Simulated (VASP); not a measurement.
# Y (P6_3/mmc) in VASP: notebook, part 2 of 2

VASP 6.6.1.

**3. Single point, PBE (strain -0.025 along x and y, -0.050 along z)**

Input file INCAR:

```
SYSTEM = Y
PREC = Accurate ; ENCUT = 520
EDIFF = 1E-7 ; ISMEAR = 0
SIGMA = 0.15 ; LREAL = .False.
LASPH = .True. ; NELM = 60
ALGO = Fast ; ISIF = 2
LWAVE = .False. ; LCHARG = .False.
GGA = PE ; NBANDS = 18
```

Input file KPOINTS:

```
regular mesh
0
Gamma
  18 18 8
  0 0 0
```

Input file POSCAR:

```
Y
1.0
    3.5602117562      0.0000000000      0.0000000000
   -1.7801058781      3.0832338237      0.0000000000
    0.0000000000      0.0000000000      5.4600300000
Y
2
Direct
    0.3333333333      0.6666666667      0.2500000000
    0.6666666667      0.3333333333      0.7500000000
```

Potentials or basis: VASP PAW PBE potentials, release 64 (Y_sv).

Command:

```bash
cat potpaw_PBE.64/Y_sv/POTCAR > POTCAR
mpirun -np 1 vasp_std > vasp.out
```

Wall time 3.5 min (1 thread of Intel Xeon Platinum 8488C (Sapphire Rapids), shared host); peak memory 0.32 GiB.

The run converged. Its results:

```yaml
Free_energy: -12.8172 eV
Pressure: 4.2 GPa
Band_gap_on_the_k_mesh: zero (band 11 reaches 4.82 eV, above the bottom of band 12 at 2.98 eV)
```

Stress tensor (GPa, compression positive):
```
3.84 0.00 0.00
0.00 3.84 0.00
0.00 0.00 4.85
```

Levels at points of the mesh, in eV from the Fermi level:
| k point | band 9 | band 10 | band 11 | band 12 | band 13 | band 14 |
| --- | --- | --- | --- | --- | --- | --- |
| (0.00, 0.00, 0.00) | -4.81 | -1.97 | 1.37 | 1.79 | 1.79 | 2.34 |
| (0.50, 0.00, 0.00) | -1.71 | -1.36 | -0.91 | 0.00 | 1.42 | 1.67 |
| (0.00, 0.00, 0.50) | -3.21 | -3.21 | 1.09 | 1.09 | 1.67 | 1.67 |
| (0.50, 0.00, 0.50) | -1.78 | -1.78 | 0.10 | 0.10 | 1.65 | 1.65 |

Caveat: the cell differs from its parent crystal (strain -0.025 along x and y, -0.050 along z).

**4. Single point, PBE (strain -0.050 along x and y, +0.025 along z)**

Input file INCAR:

```
PREC     = Accurate       # precision mode
ENCUT    = 520            # plane-wave cutoff, eV
EDIFF    = 1E-6           # SCF threshold, eV
ISMEAR   = 0              # smearing method
SIGMA    = 0.15           # smearing width, eV
LREAL    = F              # projectors in reciprocal space
LASPH    = T              # aspherical terms in the spheres
NELM     = 80             # most SCF steps
ALGO     = Fast           # electronic algorithm
ISIF     = 2              # what is computed and relaxed
LWAVE    = F              # write WAVECAR
LCHARG   = T              # write CHGCAR
GGA      = PE             # functional
LELF     = T              # ELF
LVHAR    = T            
NBANDS   = 18             # bands
```

Input file KPOINTS:

```
Automatic mesh
0
Gamma
  18 18 8
```

Input file POSCAR:

```
Y
1.0
    3.4689242752      0.0000000000      0.0000000000
   -1.7344621376      3.0041765462      0.0000000000
    0.0000000000      0.0000000000      5.8910850000
Y
2
Direct
    0.3333333333      0.6666666667      0.2500000000
    0.6666666667      0.3333333333      0.7500000000
```

Potentials or basis: VASP PAW PBE potentials, release 64 (Y_sv).

Command:

```bash
cat potpaw_PBE.64/Y_sv/POTCAR > POTCAR
mpirun -np 1 vasp_std > vasp.out
```

OUTCAR:

```text
PREC = Accurate
   ENCUT = 520
   EDIFF = 1E-6
   ISMEAR = 0
   LREAL = F
   LASPH = T
   NELM = 80
   ISIF = 2
   GGA = PE

 ion  position               nearest neighbor table
   1  0.333  0.667  0.250-   2 3.56   2 3.56   2 3.56   2 3.56   2 3.56   2 3.56
   2  0.667  0.333  0.750-   1 3.56   1 3.56   1 3.56   1 3.56   1 3.56   1 3.56

  LATTYP: Found a hexagonal cell.
 ALAT       =     3.4689242752
 C/A-ratio  =     1.6982454884

  Lattice vectors:

[... 193 lines left out ...]
      3     -19.4749      2.00000
      4     -18.8823      2.00000
      5     -18.8823      2.00000
      6     -18.8494      2.00000
[... 481 lines left out ...]
      5     -19.1769      2.00000
      6     -19.0817      2.00000
[... 10 lines left out ...]
     17       8.6781      0.00000
     18       8.6788      0.00000

 [... further k-points ...]
[... 5 lines left out ...]
  --------------------------------------------------------------------------------------
  -------------------------------------------------------------------------------------
  Total        1.7005678      1.7005678     -0.1548994      0.0000000      0.0000000      0.0000000
  in kB       44.3801719     44.3801719     -4.0424508      0.0000000      0.0000000      0.0000000
  external PRESSURE =      28.2392977 kB  Pullay stress =       0.0000000 kB

 VOLUME and BASIS-vectors are now :
 -----------------------------------------------------------------------------
  energy-cutoff  :      520.00
  volume of cell :       61.39
      direct lattice vectors                 reciprocal lattice vectors
     3.468924275  0.000000000  0.000000000     0.288273805  0.166434959  0.000000000
    -1.734462138  3.004176546  0.000000000     0.000000000  0.332869918  0.000000000
     0.000000000  0.000000000  5.891085000     0.000000000  0.000000000  0.169748018

 POSITION                                       TOTAL-FORCE (eV/Angst)
 -----------------------------------------------------------------------------------
     -0.00000      2.00278      1.47277        -0.000000      0.000000      0.000000
      1.73446      1.00139      4.41831         0.000000      0.000000      0.000000
 -----------------------------------------------------------------------------------
    total drift:                                0.000000     -0.000000      0.000000

  FREE ENERGIE OF THE ION-ELECTRON SYSTEM (eV)
  ---------------------------------------------------
  free  energy   TOTEN  =       -12.7961016708 eV

  energy  without entropy=      -12.7492210902  energy(sigma->0) =      -12.77266138
```

OSZICAR:

```text
N       E                     dE             d eps       ncg     rms          rms(c)
DAV:   1     0.890384178613E+02    0.89038E+02   -0.11329E+04  6668   0.117E+03
DAV:   2    -0.556955095364E+01   -0.94608E+02   -0.93028E+02  8216   0.261E+02
DAV:   3    -0.129108033447E+02   -0.73413E+01   -0.72869E+01 11526   0.436E+01
DAV:   4    -0.131262167688E+02   -0.21541E+00   -0.21512E+00  8262   0.750E+00
DAV:   5    -0.131317016066E+02   -0.54848E-02   -0.54824E-02  9554   0.909E-01    0.337E+01
RMM:   6    -0.128398991106E+02    0.29180E+00   -0.36343E-01  7138   0.346E+00    0.209E+01
RMM:   7    -0.128090074063E+02    0.30892E-01   -0.91084E-01  8860   0.538E+00    0.181E+00
RMM:   8    -0.127939000830E+02    0.15107E-01   -0.11992E-01  7761   0.211E+00    0.834E-01
RMM:   9    -0.127958589756E+02   -0.19589E-02   -0.24157E-02 10602   0.699E-01    0.454E-01
RMM:  10    -0.127990280785E+02   -0.31691E-02   -0.11880E-02 11771   0.418E-01    0.193E+00
RMM:  11    -0.127959584177E+02    0.30697E-02   -0.55324E-03  8957   0.634E-01    0.104E-01
RMM:  12    -0.127961184883E+02   -0.16007E-03   -0.69093E-04 11007   0.179E-01    0.328E-01
RMM:  13    -0.127961075138E+02    0.10974E-04   -0.28012E-04 11866   0.850E-02    0.201E-01
RMM:  14    -0.127960952859E+02    0.12228E-04   -0.11736E-04 11365   0.705E-02    0.357E-02
RMM:  15    -0.127960992281E+02   -0.39422E-05   -0.61647E-05 11381   0.362E-02    0.262E-02
RMM:  16    -0.127961008342E+02   -0.16061E-05   -0.19493E-05  9566   0.181E-02    0.244E-03
RMM:  17    -0.127961016708E+02   -0.83659E-06   -0.82752E-06  7963   0.998E-03
   1 F= -.12796102E+02 E0= -.12772661E+02  d E =-.468806E-01
```

stdout:

```text
POSCAR found type information on POSCAR Y
 POSCAR found :  1 types and       2 ions
 scaLAPACK will be used
 LDA part: xc-table for (Slater+PW92), standard interpolation
 POSCAR, INCAR and KPOINTS ok, starting setup
 FFT: planning ... GRIDC
 FFT: planning ... GRID_SOFT
 FFT: planning ... GRID
 WAVECAR not read
 entering main loop
WARNING in EDDRMM: call to ZHEGV failed, returncode =   8  4      5
WARNING in EDDRMM: call to ZHEGV failed, returncode =   8  4      3
WARNING in EDDRMM: call to ZHEGV failed, returncode =   8  4     14
WARNING in EDDRMM: call to ZHEGV failed, returncode =   6  3     17
WARNING in EDDRMM: call to ZHEGV failed, returncode =   6  3      9
```

Wall time 3.2 min (1 thread of Intel Xeon Platinum 8488C (Sapphire Rapids), shared host); peak memory 0.34 GiB.

What came out:

- Free energy: -12.7961 eV
- Pressure: 2.8 GPa
- Band gap on the k mesh: zero (band 11 reaches 4.00 eV, above the bottom of band 12 at 3.00 eV)

Caveat: the cell differs from its parent crystal (strain -0.050 along x and y, +0.025 along z).

**5. Single point, PBE (strain -0.025 along x and y, -0.025 along z)**

Input file INCAR:

```
ALGO     = Fast           # electronic algorithm
EDIFF    = 1E-6           # SCF threshold, eV
ENCUT    = 520            # plane-wave cutoff, eV
GGA      = PE             # functional
ISIF     = 2              # what is computed and relaxed
ISMEAR   = 0              # smearing method
LASPH    = T              # aspherical terms in the spheres
LCHARG   = T              # write CHGCAR
LELF     = T              # ELF
LREAL    = F              # projectors in reciprocal space
LVHAR    = T            
LWAVE    = F              # write WAVECAR
NBANDS   = 18             # bands
NELM     = 80             # most SCF steps
PREC     = Accurate       # precision mode
SIGMA    = 0.15           # smearing width, eV
```

Input file KPOINTS:

```
k-points
0
Gamma
  18 18 8
```

Input file POSCAR:

```
Y
1.0
    3.5602117562      0.0000000000      0.0000000000
   -1.7801058781      3.0832338237      0.0000000000
    0.0000000000      0.0000000000      5.6037150000
Y
2
Direct
    0.3333333333      0.6666666667      0.2500000000
    0.6666666667      0.3333333333      0.7500000000
```

Command:

```bash
cat potpaw_PBE.64/Y_sv/POTCAR > POTCAR
mpirun -np 1 vasp_std > vasp.out
```

Wall time 3.9 min (1 thread of Intel Xeon Platinum 8488C (Sapphire Rapids), shared host); peak memory 0.34 GiB.

Results (log left out):

```
Free energy            : -12.8526 eV
Pressure               : 2.8 GPa
Band gap on the k mesh : zero (band 11 reaches 4.40 eV, above the bottom of band 12 at 2.89 eV)
```

Stress tensor (GPa, compression positive):
```
3.06 0.00 0.00
0.00 3.06 0.00
0.00 0.00 2.38
```

Levels at points of the mesh, in eV from the Fermi level:
| k point | band 9 | band 10 | band 11 | band 12 | band 13 | band 14 |
| --- | --- | --- | --- | --- | --- | --- |
| (0.00, 0.00, 0.00) | -4.79 | -1.96 | 1.07 | 1.81 | 1.81 | 2.11 |
| (0.50, 0.00, 0.00) | -1.69 | -1.31 | -0.93 | 0.01 | 1.49 | 1.52 |
| (0.00, 0.00, 0.50) | -3.28 | -3.28 | 0.96 | 0.96 | 1.73 | 1.73 |
| (0.50, 0.00, 0.50) | -1.75 | -1.75 | 0.04 | 0.04 | 1.56 | 1.56 |

Caveat: the cell differs from its parent crystal (strain -0.025 along x and y, -0.025 along z).

**6. Single point, PBE (strain -0.050 along x and y, +0.050 along z)**

Input file INCAR:

```
SYSTEM = Y
ALGO     = Fast           ! electronic algorithm
EDIFF    = 1E-7           ! SCF threshold, eV
ENCUT    = 520            ! plane-wave cutoff, eV
GGA      = PE             ! functional
ISIF     = 2              ! what is computed and relaxed
ISMEAR   = 0              ! smearing method
LASPH    = .True.         ! aspherical terms in the spheres
LCHARG   = .False.        ! write CHGCAR
LREAL    = .False.        ! projectors in reciprocal space
LWAVE    = .False.        ! write WAVECAR
NBANDS   = 18             ! bands
NELM     = 100            ! most SCF steps
PREC     = Accurate       ! precision mode
SIGMA    = 0.15           ! smearing width, eV
```

Input file KPOINTS:

```
k-points
0
Gamma
  18 18 8
  0 0 0
```

Input file POSCAR:

```
Y
1.0
    3.4689242752      0.0000000000      0.0000000000
   -1.7344621376      3.0041765462      0.0000000000
    0.0000000000      0.0000000000      6.0347700000
Y
2
Direct
    0.3333333333      0.6666666667      0.2500000000
    0.6666666667      0.3333333333      0.7500000000
```

Potentials or basis: VASP PAW PBE potentials, release 64 (Y_sv).

Command:

```bash
cat potpaw_PBE.64/Y_sv/POTCAR > POTCAR
mpirun -np 1 vasp_std > vasp.out
```

Run time: 3.8 min. Hardware: 1 thread of Intel Xeon Platinum 8488C (Sapphire Rapids), shared host; peak memory 0.34 GiB.

The run converged. Its results:

```yaml
Free_energy: -12.7838 eV
Pressure: 1.7 GPa
Band_gap_on_the_k_mesh: zero (band 11 reaches 3.78 eV, above the bottom of band 12 at 2.92 eV)
```

Stress tensor (GPa, compression positive):
```
 3.72  0.00  0.00
 0.00  3.72  0.00
 0.00  0.00 -2.18
```

Levels at points of the mesh, in eV from the Fermi level:
```tsv
k point	band 9	band 10	band 11	band 12	band 13	band 14
(0.00, 0.00, 0.00)	-4.78	-2.13	0.37	1.34	1.91	1.91
(0.50, 0.00, 0.00)	-1.64	-1.30	-1.03	0.26	1.03	1.72
(0.00, 0.00, 0.50)	-3.49	-3.49	0.54	0.54	1.95	1.95
(0.50, 0.00, 0.50)	-1.75	-1.75	-0.16	-0.16	1.54	1.54
```

Caveat: the cell differs from its parent crystal (strain -0.050 along x and y, +0.050 along z).

**7. The runs side by side**

```csv
cell,further INCAR settings,gap on the mesh (eV),pressure (GPa)
"a = 3.469, b = 3.469, c = 5.747 Å, angles 90.0, 90.0, 120.0°, 2 atoms",ALGO = Fast; EDIFF = 1e-06; NBANDS = 18,none,4.1
"a = 3.560, b = 3.560, c = 5.460 Å, angles 90.0, 90.0, 120.0°, 2 atoms",ALGO = Fast; EDIFF = 1e-07; NBANDS = 18,none,4.2
"a = 3.469, b = 3.469, c = 5.891 Å, angles 90.0, 90.0, 120.0°, 2 atoms",ALGO = Fast; EDIFF = 1e-06; NBANDS = 18,none,2.8
"a = 3.560, b = 3.560, c = 5.604 Å, angles 90.0, 90.0, 120.0°, 2 atoms",ALGO = Fast; EDIFF = 1e-06; NBANDS = 18,none,2.8
"a = 3.469, b = 3.469, c = 6.035 Å, angles 90.0, 90.0, 120.0°, 2 atoms",ALGO = Fast; EDIFF = 1e-07; NBANDS = 18,none,1.7
```

Alike in all rows: task single point; level PBE; potentials or basis VASP PAW PBE potentials, release 64 (Y_sv); no spin polarisation; k mesh 18 × 18 × 8; cutoff (eV) 520; smearing gaussian 0.15 eV.

Absolute energies hang on the potentials; compare differences alone.
